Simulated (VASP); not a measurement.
## AlN: single point with PBEsol

AlN:

```xyz
4
Lattice="3.1519 0.0000 0.0000 -1.5760 2.7297 0.0000 0.0000 0.0000 5.0435" Properties=species:S:1:pos:R:3 pbc="T T T"
Al    0.0000    1.8198    0.0000
Al    1.5760    0.9099    2.5218
N     0.0000    1.8198    1.9418
N     1.5760    0.9099    4.4635
```

This cell differs from its parent crystal: volume scaled by 1.04.

```json
{
 "Program": "VASP 6.6.1",
 "Task": "single point",
 "Functional": "PBEsol",
 "Potentials or basis": "VASP PAW PBE potentials, release 64 (Al, N)",
 "Cutoff": "520 eV",
 "k mesh": "10 × 10 × 6",
 "Occupations": "fermi-dirac, width 0.03 eV",
 "Spin": "no spin polarisation"
}
```

```json
{
 "Pressure": "-6.9 GPa",
 "Largest force": "0.175 eV/Å",
 "Band gap on the k mesh": "3.75 eV, direct"
}
```

Forces in eV/Å, atoms in the order of the input:
```
Al   0.000  0.000  0.175
Al   0.000  0.000  0.175
N    0.000  0.000 -0.175
N    0.000  0.000 -0.175
```

Stress tensor (GPa, compression positive):
```
-6.54  0.00  0.00
 0.00 -6.54  0.00
 0.00  0.00 -7.58
```

Levels at points of the mesh, in eV from the valence-band top:
```csv
k point,band 6,band 7,band 8,band 9,band 10,band 11
"(0.00, 0.00, 0.00)",-0.29,-0.29,0.00,3.75,6.19,10.19
"(0.50, 0.00, 0.00)",-2.13,-1.77,-0.76,5.50,5.57,7.70
"(0.00, 0.00, 0.50)",-0.62,-0.62,-0.62,6.03,6.03,9.86
"(0.50, 0.00, 0.50)",-1.52,-1.37,-1.37,5.01,5.01,8.83
```

Run time: 24 s on 1 thread of Intel(R) Xeon(R) Platinum 8259CL CPU @ 2.50GHz (Skylake/Cascade Lake), on a shared host, peak memory 0.17 GiB.

Caveat: the PAW data sets were made with another functional, which shifts forces and pressure a little.
